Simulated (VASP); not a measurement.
# Si4Mo3 (I-43d) in VASP: further runs

Runs on Si4Mo3. Level: PBE. Tasks: single point.

All numbers are computed with VASP 6.6.1; they aren't measurements. Logs are shortened: lines on timing, memory, paths and dates and some standing lists are left out, and cuts for length are marked.

## (1) The cell of the first run

The structure is cubic, space group I-43d (No. 220). The conventional cell has a = 7.453 Å, b = 7.453 Å, c = 7.453 Å, α = 90.00°, β = 90.00°, γ = 90.00°. Within 3.4 Å of Si (site symmetry 3) lie 6 Mo at 2.58 Å and 5 Si at 2.78 to 3.23 Å. Within 3.4 Å of Mo (site symmetry -4) lie 8 Si at 2.58 Å.

## (2) Single point, PBE

INCAR reads:

```
SYSTEM = Si4Mo3
  ALGO = Normal
  EDIFF = 1E-6
  ENCUT = 520
  GGA = PE
  ISIF = 2
  ISMEAR = 0
  LASPH = .True.
  LCHARG = .True.
  LELF = .True.
  LREAL = .False.
  LVHAR = .True.
  LWAVE = .False.
  NBANDS = 71
  NELM = 60
  PREC = Accurate
  SIGMA = 0.2
```

KPOINTS reads:

```
k-points
0
Gamma
  3 3 3
  0 0 0
```

POSCAR reads:

```
Si4Mo3
1.0
   -3.7265000753      3.7265000753      3.7265000753
    3.7265000753     -3.7265000753      3.7265000753
    3.7265000753      3.7265000753     -3.7265000753
Si Mo
8 6
Direct
    0.5000000000      0.0000000000      0.3343147187
    0.0000000000      0.3343147187      0.5000000000
    0.5000000000      0.0000000000      0.8343147187
    0.3343147187      0.5000000000      0.0000000000
    0.8343147187      0.5000000000      0.0000000000
    0.0000000000      0.8343147187      0.5000000000
    0.6656852813      0.6656852813      0.6656852813
    0.1656852813      0.1656852813      0.1656852813
    0.3750000000      0.2500000000      0.6250000000
    0.6250000000      0.3750000000      0.2500000000
    0.7500000000      0.8750000000      0.1250000000
    0.1250000000      0.7500000000      0.8750000000
    0.2500000000      0.6250000000      0.3750000000
    0.8750000000      0.1250000000      0.7500000000
```

Potentials or basis: VASP PAW PBE potentials, release 64 (Si, Mo_sv).

The run is started by

```
$ cat potpaw_PBE.64/Si/POTCAR potpaw_PBE.64/Mo_sv/POTCAR > POTCAR
$ mpirun -np 1 vasp_std > vasp.out
```

OUTCAR:

```text
SYSTEM = Si4Mo3
   EDIFF = 1E-6
   ENCUT = 520
   GGA = PE
   ISIF = 2
   ISMEAR = 0
   LASPH = .True.
   LREAL = .False.
   NELM = 60
   PREC = Accurate

 ion  position               nearest neighbor table
   1  0.500  0.000  0.334-   9 2.58  13 2.58  14 2.58  10 2.58  11 2.58  12 2.58   4 2.78   8 2.78
                             2 2.78
   2  0.000  0.334  0.500-  10 2.58  12 2.58  13 2.58   9 2.58  11 2.58  14 2.58   4 2.78   8 2.78
                             1 2.78
   3  0.500  0.000  0.834-  10 2.58  11 2.58  12 2.58   9 2.58  14 2.58  13 2.58   6 2.78   7 2.78
                             5 2.78
   4  0.334  0.500  0.000-   9 2.58  10 2.58  11 2.58  12 2.58  13 2.58  14 2.58   1 2.78   8 2.78
                             2 2.78
   5  0.834  0.500  0.000-  12 2.58  13 2.58  14 2.58  11 2.58   9 2.58  10 2.58   6 2.78   7 2.78
                             3 2.78
   6  0.000  0.834  0.500-   9 2.58  11 2.58  14 2.58  13 2.58  12 2.58  10 2.58   3 2.78   7 2.78
                             5 2.78
   7  0.666  0.666  0.666-   9 2.58  10 2.58  13 2.58  11 2.58  12 2.58  14 2.58   3 2.78   5 2.78
                             6 2.78
   8  0.166  0.166  0.166-  11 2.58  12 2.58  14 2.58   9 2.58  13 2.58  10 2.58   1 2.78   2 2.78
                             4 2.78
   9  0.375  0.250  0.625-   1 2.58   4 2.58   6 2.58   7 2.58   3 2.58   2 2.58   8 2.58   5 2.58
                            11 3.49  10 3.49  10 3.49  13 3.49  14 3.49  13 3.49  14 3.49  11 3.49
  10  0.625  0.375  0.250-   2 2.58   3 2.58   4 2.58   7 2.58   1 2.58   6 2.58   5 2.58   8 2.58
                            12 3.49   9 3.49  11 3.49  13 3.49   9 3.49  11 3.49  12 3.49  13 3.49
  11  0.750  0.875  0.125-   3 2.58   4 2.58   6 2.58   8 2.58   1 2.58   7 2.58   5 2.58   2 2.58
                             9 3.49  14 3.49  10 3.49  12 3.49  14 3.49  10 3.49   9 3.49  12 3.49
  12  0.125  0.750  0.875-   2 2.58   3 2.58   5 2.58   8 2.58   6 2.58   4 2.58   7 2.58   1 2.58
                            11 3.49  10 3.49  11 3.49  13 3.49  14 3.49  13 3.49  10 3.49  14 3.49
  13  0.250  0.625  0.375-   1 2.58   2 2.58   5 2.58   7 2.58   6 2.58   4 2.58   3 2.58   8 2.58
                            14 3.49   9 3.49   9 3.49  10 3.49  12 3.49  12 3.49  14 3.49  10 3.49
  14  0.875  0.125  0.750-   1 2.58   5 2.58   6 2.58   8 2.58   3 2.58   4 2.58   7 2.58   2 2.58
                            13 3.49   9 3.49  11 3.49  12 3.49  11 3.49   9 3.49  13 3.49  12 3.49

  LATTYP: Found a body centered cubic cell.
 ALAT       =     7.4530001506

  Lattice vectors:

 A1 = (  -3.7265000753,   3.7265000753,   3.7265000753)
 A2 = (   3.7265000753,  -3.7265000753,   3.7265000753)
 A3 = (   3.7265000753,   3.7265000753,  -3.7265000753)

Analysis of symmetry for initial positions (statically):
=====================================================================
 Subroutine PRICEL returns:
 Original cell was already a primitive cell.

 Routine SETGRP: Setting up the symmetry group for a
 body centered cubic supercell.

 Subroutine GETGRP returns: Found 24 space group operations
 (whereof  3 operations were pure point group operations)
 out of a pool of 48 trial point group operations.

The static configuration has the point symmetry C_3 .
 The point group associated with its full space group is T_d .

Analysis of symmetry for dynamics (positions and initial velocities):
=====================================================================
 Subroutine PRICEL returns:
 Original cell was already a primitive cell.

 Routine SETGRP: Setting up the symmetry group for a
 body centered cubic supercell.

 Subroutine GETGRP returns: Found 24 space group operations
 (whereof  3 operations were pure point group operations)
 out of a pool of 48 trial point group operations.

The dynamic configuration has the point symmetry C_3 .
 The point group associated with its full space group is T_d .

 Subroutine INISYM returns: Found 24 space group operations
 (whereof  3 operations are pure point group operations),
 and found     1 'primitive' translations

----------------------------------------------------------------------------------------

                                     Primitive cell

  volume of cell :     206.9967

  direct lattice vectors                    reciprocal lattice vectors
    -3.726500075  3.726500075  3.726500075     0.000000000  0.134174155  0.134174155
[... 50 lines left out ...]
     0.000000000  0.044724718  0.044724718     0.333333333  0.000000000  0.000000000
     0.044724718  0.000000000  0.044724718     0.000000000  0.333333333  0.000000000
     0.044724718  0.044724718  0.000000000     0.000000000  0.000000000  0.333333333

  Length of vectors
     0.063250303  0.063250303  0.063250303

  Shift w.r.t. Gamma in fractional coordinates (k-lattice)
     0.000000000  0.000000000  0.000000000

 Subroutine IBZKPT returns following result:
 ===========================================

 Found      4 irreducible k-points:

 Following reciprocal coordinates:
            Coordinates               Weight
  0.000000  0.000000  0.000000      1.000000
  0.333333  0.000000  0.000000     12.000000
  0.333333  0.333333  0.000000      8.000000
 -0.333333  0.333333  0.333333      6.000000
   k-points           NKPTS =      4   k-points in BZ     NKDIM =      4   number of bands    NBANDS=     71
   number of dos      NEDOS =    301   number of ions     NIONS =     14
   total plane-waves  NPLWV = 110592
   dimension x,y,z NGX =    48 NGY =   48 NGZ =   48
   dimension x,y,z NGXF=    96 NGYF=   96 NGZF=   96
   ions per type =               8   6
   NGX,Y,Z   is equivalent  to a cutoff of  12.36, 12.36, 12.36 a.u.
   NGXF,Y,Z  is equivalent  to a cutoff of  24.73, 24.73, 24.73 a.u.
 SYSTEM =  Si4Mo3
   PREC   = accura    normal or accurate (medium, high low for compatibility)
   ISTART =      0    job   : 0-new  1-cont  2-samecut
   ICHARG =      2    charge: 1-file 2-atom 10-const
   ISPIN  =      1    spin polarized calculation?
   LNONCOLLINEAR =      F non collinear calculations
   LSORBIT =      F    spin-orbit coupling
   LASPH  =      T    aspherical Exc in radial PAW
   ENCUT  =  520.0 eV  38.22 Ry    6.18 a.u.  12.00 12.00 12.00*2*pi/ulx,y,z
   NELM   =     60;   NELMIN=  2; NELMDL= -5     # of ELM steps
   EDIFF  = 0.1E-05   stopping-criterion for ELM
   LREAL  =      F    real-space projection
   EDIFFG = 0.1E-04   stopping-criterion for IOM
   NSW    =      0    number of steps for IOM
   IBRION =     -1    ionic relax: 0-MD 1-quasi-New 2-CG
   NFREE  =      0    steps in history (QN), initial steepest desc. (CG)
   ISIF   =      2    stress and relaxation
   ISYM   =      2    0-nonsym 1-usesym 2-fastsym
   POTIM  = 0.5000    time-step for ionic-motion
   TEBEG  =    0.0;   TEEND  =   0.0 temperature during run
   PSTRESS=    0.0 pullay stress
   NELECT =     116.0000    total number of electrons
   NUPDOWN=      -1.0000    fix difference up-down
   EMIN   =  10.00;   EMAX   =-10.00  energy-range for DOS
   EFERMI =   0.00;   METHOD = LEGACY
   ISMEAR =     0;   SIGMA  =   0.20  broadening in eV -4-tet -1-fermi 0-gaus
   EFERMI_NEDOS =   21; number of points for ismear=-14 and -15
   IALGO  =     38    algorithm
   IMIX   =      4    mixing-type and parameters
     AMIX     =   0.40;   BMIX     =  1.00
     AMIX_MAG =   1.60;   BMIX_MAG =  1.00
  volume/ion in A,a.u.               =      14.79        99.78
  Fermi-wavevector in a.u.,A,eV,Ry     =   1.349708  2.550578 24.785878  1.821711
  Thomas-Fermi vector in A             =   2.477272
   LORBIT       =      0    0 simple, 1 ext, 2 COOP (PROOUT), +10 PAW based schemes
   GGA     = PE    functional components
   LHFCALC =     F    Hartree Fock is set to
   AEXX    =    0.0000 exact exchange contribution
   IVDW    =     0    specifies the selected vdW correction
   LEPSILON=     F    determine dielectric tensor
   LRPA    =     F    only Hartree local field effects (RPA)
 non-spin polarized calculation
 Gauss-broadening in eV      SIGMA  =   0.20
  energy-cutoff  :      520.00
  volume of cell :      207.00
 maximum number of plane-waves:      5598
   NGX = 25   NGY = 25   NGZ = 25

 number of electron     115.9999980 magnetization

 Free energy of the ion-electron system (eV)
  ---------------------------------------------------
  ext. energy  EPLUGINS =         0.00000000
  ---------------------------------------------------
  free energy    TOTEN  =      -108.64645745 eV

  energy without entropy =     -108.48605605  energy(sigma->0) =     -108.56625675

 E-fermi :  11.2878     XC(G=0): -12.1576

 val. band max:       11.1374956199   @ k =   0.3333   0.0000   0.0000
 cond. band min:      11.3516874011   @ k =  -0.3333   0.3333   0.3333
 fundamental gap:      0.2141917812
 Fermi energy:        11.2877584382

 k-point     1 :       0.0000    0.0000    0.0000
  band No.  band energies     occupation
      1     -49.6056      2.00000
      2     -49.5930      2.00000
      3     -49.5930      2.00000
      4     -49.5930      2.00000
      5     -49.5880      2.00000
      6     -49.5880      2.00000
[... 281 lines left out ...]
     69      13.7888      0.00000
     70      13.7888      0.00000
 [bands above 70 left out]

------------------------ aborting loop because EDIFF is reached ----------------------------------------

  FORCE on cell =-STRESS in cart. coord.  units (eV):
  Direction    XX          YY          ZZ          XY          YZ          ZX
  --------------------------------------------------------------------------------------
  -------------------------------------------------------------------------------------
  Total       -0.5618323     -0.5618323     -0.5618323      0.0000000      0.0000000     -0.0000000
  in kB       -4.3486444     -4.3486444     -4.3486444      0.0000000      0.0000000     -0.0000000
  external PRESSURE =      -4.3486444 kB  Pullay stress =       0.0000000 kB

 VOLUME and BASIS-vectors are now :
 -----------------------------------------------------------------------------
  energy-cutoff  :      520.00
  volume of cell :      207.00
      direct lattice vectors                 reciprocal lattice vectors
    -3.726500075  3.726500075  3.726500075     0.000000000  0.134174155  0.134174155
     3.726500075 -3.726500075  3.726500075     0.134174155  0.000000000  0.134174155
     3.726500075  3.726500075 -3.726500075     0.134174155  0.134174155  0.000000000

 POSITION                                       TOTAL-FORCE (eV/Angst)
 -----------------------------------------------------------------------------------
     -0.61743      3.10907      0.61743        -0.001744     -0.001744      0.001744
      3.10907      0.61743     -0.61743        -0.001744      0.001744     -0.001744
      1.24582      4.97232     -1.24582        -0.001744     -0.001744      0.001744
      0.61743     -0.61743      3.10907         0.001744     -0.001744     -0.001744
     -1.24582      1.24582      4.97232         0.001744     -0.001744     -0.001744
      4.97232     -1.24582      1.24582        -0.001744      0.001744     -0.001744
      2.48068      2.48068      2.48068         0.001744      0.001744      0.001744
      0.61743      0.61743      0.61743         0.001744      0.001744      0.001744
      1.86325      2.79488      0.00000        -0.000000      0.000000      0.000000
     -0.00000      1.86325      2.79488        -0.000000      0.000000      0.000000
      0.93163     -0.00000      5.58975        -0.000000      0.000000      0.000000
      5.58975      0.93163     -0.00000        -0.000000      0.000000      0.000000
      2.79488      0.00000      1.86325        -0.000000      0.000000      0.000000
     -0.00000      5.58975      0.93163        -0.000000      0.000000      0.000000
 -----------------------------------------------------------------------------------
    total drift:                                0.000000      0.000000      0.000000

  FREE ENERGIE OF THE ION-ELECTRON SYSTEM (eV)
  ---------------------------------------------------
  free  energy   TOTEN  =      -108.6464574510 eV

  energy  without entropy=     -108.4860560521  energy(sigma->0) =     -108.56625675
```

Run time: 52 s. Hardware: 1 thread of Intel Xeon Platinum 8559C (Emerald Rapids), shared host; peak memory 0.34 GiB.

What came out:

* Free energy: -108.6465 eV
* Pressure: -0.4 GPa
* Largest force: 0.003 eV/Å

Forces on the atoms (eV/Å):
```
Si  -0.002 -0.002  0.002
Si  -0.002  0.002 -0.002
Si  -0.002 -0.002  0.002
Si   0.002 -0.002 -0.002
Si   0.002 -0.002 -0.002
Si  -0.002  0.002 -0.002
Si   0.002  0.002  0.002
Si   0.002  0.002  0.002
Mo   0.000  0.000  0.000
Mo   0.000  0.000  0.000
Mo   0.000  0.000  0.000
Mo   0.000  0.000  0.000
Mo   0.000  0.000  0.000
Mo   0.000  0.000  0.000
```

Caveat: the k points lie up to 0.40 Å⁻¹ apart.

## (3) Single point, PBE

This run uses another cell than the first one, of 14.73 Å³/atom, 0.996 times its volume.

INCAR reads:

```
SYSTEM = Si4Mo3
ALGO     = Normal         ! electronic algorithm
EDIFF    = 1E-7           ! SCF threshold, eV
ENCUT    = 520            ! plane-wave cutoff, eV
GGA      = PE             ! functional
ISIF     = 2              ! what is computed and relaxed
ISMEAR   = 0              ! smearing method
LASPH    = .True.         ! aspherical terms in the spheres
LCHARG   = .True.         ! write CHGCAR
LELF     = .True.         ! ELF
LREAL    = .False.        ! projectors in reciprocal space
LVHAR    = .True.       
LWAVE    = .False.        ! write WAVECAR
NBANDS   = 71             ! bands
NELM     = 60             ! most SCF steps
PREC     = Accurate       ! precision mode
SIGMA    = 0.1            ! smearing width, eV
```

KPOINTS reads:

```
k-points
0
Gamma
  6 6 6
  0 0 0
```

POSCAR reads:

```
Si4Mo3
1.0
   -3.7217658351      3.7217658351      3.7217658351
    3.7217658351     -3.7217658351      3.7217658351
    3.7217658351      3.7217658351     -3.7217658351
Si Mo
8 6
Direct
    0.5000000000      0.0000000000      0.3341475159
    0.0000000000      0.3341475159      0.5000000000
    0.5000000000      0.0000000000      0.8341475159
    0.3341475159      0.5000000000      0.0000000000
    0.8341475159      0.5000000000      0.0000000000
    0.0000000000      0.8341475159      0.5000000000
    0.6658524841      0.6658524841      0.6658524841
    0.1658524841      0.1658524841      0.1658524841
    0.3750000000      0.2500000000      0.6250000000
    0.6250000000      0.3750000000      0.2500000000
    0.7500000000      0.8750000000      0.1250000000
    0.1250000000      0.7500000000      0.8750000000
    0.2500000000      0.6250000000      0.3750000000
    0.8750000000      0.1250000000      0.7500000000
```

Potentials or basis: VASP PAW PBE potentials, release 64 (Si, Mo_sv).

The run is started by

```
$ cat potpaw_PBE.64/Si/POTCAR potpaw_PBE.64/Mo_sv/POTCAR > POTCAR
$ mpirun -np 1 vasp_std > vasp.out
```

It took 2.9 min on 1 thread of Intel Xeon Platinum 8559C (Emerald Rapids), shared host; peak memory 0.43 GiB.

Results (log left out):

| Property | Result |
| --- | --- |
| Free energy | -108.6190 eV |
| Pressure | 0.2 GPa |
| Band gap on the k mesh | zero (band 58 reaches 11.53 eV, above the bottom of band 59 at 11.30 eV) |

Levels at points of the mesh, in eV from the Fermi level:
```tsv
k point	band 55	band 56	band 57	band 58	band 59	band 60	band 61	band 62
(0.00, 0.00, 0.00)	-1.58	-0.57	-0.57	-0.57	0.59	0.59	0.59	0.67
(0.50, 0.00, 0.00)	-0.62	-0.62	-0.43	-0.43	0.31	0.31	0.41	0.41
(0.50, 0.50, 0.50)	-0.80	-0.80	0.15	0.15	0.15	0.15	0.15	0.15
```

## (4) Single point, PBE

This run uses another cell than the first one, of 14.73 Å³/atom, 0.996 times its volume.

INCAR reads:

```
PREC     = Accurate       # precision mode
ENCUT    = 520            # plane-wave cutoff, eV
EDIFF    = 1E-6           # SCF threshold, eV
ISMEAR   = 0              # smearing method
SIGMA    = 0.1            # smearing width, eV
LREAL    = False          # projectors in reciprocal space
LASPH    = True           # aspherical terms in the spheres
NELM     = 100            # most SCF steps
ALGO     = Normal         # electronic algorithm
ISIF     = 2              # what is computed and relaxed
LWAVE    = False          # write WAVECAR
LCHARG   = False          # write CHGCAR
GGA      = PE             # functional
NBANDS   = 71             # bands
```

KPOINTS reads:

```
regular mesh
0
Gamma
  6 6 6
```

POSCAR is that of step 3.

The run is started by

```
$ cat potpaw_PBE.64/Si/POTCAR potpaw_PBE.64/Mo_sv/POTCAR > POTCAR
$ mpirun -np 1 vasp_std > vasp.out
```

Run time: 2.8 min. Hardware: 1 thread of Intel Xeon Platinum 8559C (Emerald Rapids), shared host; peak memory 0.43 GiB.

Results (log left out):

```yaml
Free_energy: -108.6190 eV
Pressure: 0.2 GPa
Band_gap_on_the_k_mesh: zero (band 58 reaches 11.53 eV, above the bottom of band 59 at 11.30 eV)
```

Levels at points of the mesh, in eV from the Fermi level:
```
           k point  band 55  band 56  band 57  band 58  band 59  band 60  band 61  band 62
(0.00, 0.00, 0.00)    -1.58    -0.57    -0.57    -0.57     0.59     0.59     0.59     0.67
(0.50, 0.00, 0.00)    -0.62    -0.62    -0.43    -0.43     0.31     0.31     0.41     0.41
(0.50, 0.50, 0.50)    -0.80    -0.80     0.15     0.15     0.15     0.15     0.15     0.15
```
